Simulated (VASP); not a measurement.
IrO2, 6 atoms in the cell. The structure is tetragonal, space group P4_2/mnm (No. 136). Conventional cell: a = 4.472 Å, b = 4.472 Å, c = 3.154 Å, α = 90.00°, β = 90.00°, γ = 90.00°. Within 2.6 Å of Ir (site symmetry mmm) lie 6 O at 1.95 to 1.99 Å. O (site symmetry m2m) has 3 Ir at 1.95 to 1.99 Å and 1 O at 2.42 Å within 2.6 Å. 

| Item | Value |
| --- | --- |
| Program | VASP 6.6.1 |
| Task | single point |
| Functional | PBEsol |
| Potentials or basis | VASP PAW PBE potentials, release 64 (Ir, O) |
| Cutoff | 600 eV |
| k mesh | 10 × 10 × 12 |
| Occupations | gaussian, width 0.15 eV |
| Spin | no spin polarisation |
| Dipole correction | no |
| Further INCAR settings | ALGO = Normal; EDIFF = 1e-06; NBANDS = 30 |

Potentials or basis: VASP PAW PBE potentials, release 64 (Ir, O).

Command:

```bash
$ cat potpaw_PBE.64/Ir/POTCAR potpaw_PBE.64/O/POTCAR > POTCAR
$ mpirun -np 1 vasp_std > vasp.out
```

Hardware: 1 thread of Intel Xeon 8259CL, with other jobs on the host.

Task: Estimate the wall time of this run.

Result: Run time: 4.3 min on 1 thread of Intel Xeon 8259CL, with other jobs on the host, peak memory 0.39 GiB. Counts: scf iterations 13, k points 147.
